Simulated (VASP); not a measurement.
Set up this calculation in VASP 6.6.1, as the native input.

```
Task                   : relaxation of the atoms
Functional             : LDA
Potentials or basis    : VASP PAW LDA potentials, release 64 (Al, N)
Cutoff                 : 520 eV
k mesh                 : 9 × 9 × 6
Occupations            : gaussian, width 0.05 eV
Spin                   : no spin polarisation
Dipole correction      : no
Further INCAR settings : ALGO = Normal; EDIFF = 1e-06; IBRION = 2; EDIFFG = -0.01; NSW = 50
```

The structure of AlN lies in POSCAR:

```
AlN
1.0
    3.0886152983      0.0000000000     -0.3088615298
   -1.5443076491      2.6748193108      0.1544307649
   -0.4943584266      0.0000000000      4.7458408954
Al N
2 2
Direct
    0.3333333333      0.6666666667      0.0015210172
    0.6666666667      0.3333333333      0.5015210172
    0.3333333333      0.6666666667      0.3834789828
    0.6666666667      0.3333333333      0.8834789828
```

This cell differs from its parent crystal: engineering shear strain xz -0.2000, normal strain along z -0.0400.

These files were run (other wordings do the same):

INCAR

```
SYSTEM = AlN
PREC     = Accurate       ! precision mode
ENCUT    = 520            ! plane-wave cutoff, eV
EDIFF    = 1E-6           ! SCF threshold, eV
ISMEAR   = 0              ! smearing method
SIGMA    = 0.05           ! smearing width, eV
LREAL    = .False.        ! projectors in reciprocal space
LASPH    = .True.         ! aspherical terms in the spheres
NELM     = 60             ! most SCF steps
ALGO     = Normal         ! electronic algorithm
ISIF     = 2              ! what is computed and relaxed
LWAVE    = .False.        ! write WAVECAR
LCHARG   = .False.        ! write CHGCAR
IBRION   = 2              ! ionic algorithm
NSW      = 50             ! ionic steps
EDIFFG   = -0.01          ! ionic threshold
```

KPOINTS

```
Automatic mesh
0
Gamma
  9 9 6
  0 0 0
```

Potentials or basis: VASP PAW LDA potentials, release 64 (Al, N).

The run is started by

```console
$ cat potpaw_LDA.64/Al/POTCAR potpaw_LDA.64/N/POTCAR > POTCAR
$ mpirun -np 1 vasp_std > vasp.out
```

Results of the run:

```json
{"Energy gained by relaxing": "30.8 meV/atom", "Ionic steps": "11", "Pressure after relaxing": "10.5 GPa", "Largest force after relaxing": "0.009 eV/Å", "Band gap on the k mesh": "3.49 eV"}
```

Caveat: the cell differs from its parent crystal (engineering shear strain xz -0.2000, normal strain along z -0.0400).

It took 3 min on 1 thread of Intel(R) Xeon(R) Platinum 8275CL CPU @ 3.00GHz (Skylake/Cascade Lake), with other jobs on the host, peak memory 0.18 GiB.
